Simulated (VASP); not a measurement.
Set up this calculation in VASP 6.6.1, as the native input.

```
Task                   : single point
Functional             : PBEsol
Potentials or basis    : VASP PAW PBE potentials, release 64 (Ag)
Cutoff                 : 520 eV
k mesh                 : 9 × 9 × 17
Occupations            : gaussian, width 0.1 eV
Spin                   : no spin polarisation
Dipole correction      : no
Further INCAR settings : ALGO = Fast; EDIFF = 1e-07; NBANDS = 18
```

The structure of Ag lies in POSCAR:

```
Ag
1.0
    4.0007509457      0.0000000000      0.0143850013
    0.0000000000      4.0007768068      0.0000000000
   -1.9929690342      0.0000000000      2.0533941711
Ag
2
Direct
    0.0000000000      0.0000000000      0.0000000000
    0.5000000000      0.5000000000      0.0000000000
```

The input as run:

INCAR

```
ALGO = Fast ; EDIFF = 1E-7
ENCUT = 520 ; GGA = PS
ISIF = 2 ; ISMEAR = 0
LASPH = T ; LCHARG = F
LREAL = F ; LWAVE = F
NBANDS = 18 ; NELM = 60
PREC = Accurate ; SIGMA = 0.1
```

KPOINTS

```
k-points
0
Gamma
  9 9 17
```

Potentials or basis: VASP PAW PBE potentials, release 64 (Ag).

Run with:

```sh
$ cat potpaw_PBE.64/Ag/POTCAR > POTCAR
$ mpirun -np 1 vasp_std > vasp.out
```

Results of the run:

| Property | Result |
| --- | --- |
| Pressure | 0.9 GPa |
| Band gap on the k mesh | zero (bands 11 and 12 overlap by 7.97 eV) |

Caveat: the PAW data sets were made with another functional, which shifts forces and pressure a little.

It took 110 s on 1 thread of Intel(R) Xeon(R) 6975P-C (Granite Rapids), with other jobs on the host, peak memory 0.3 GiB.
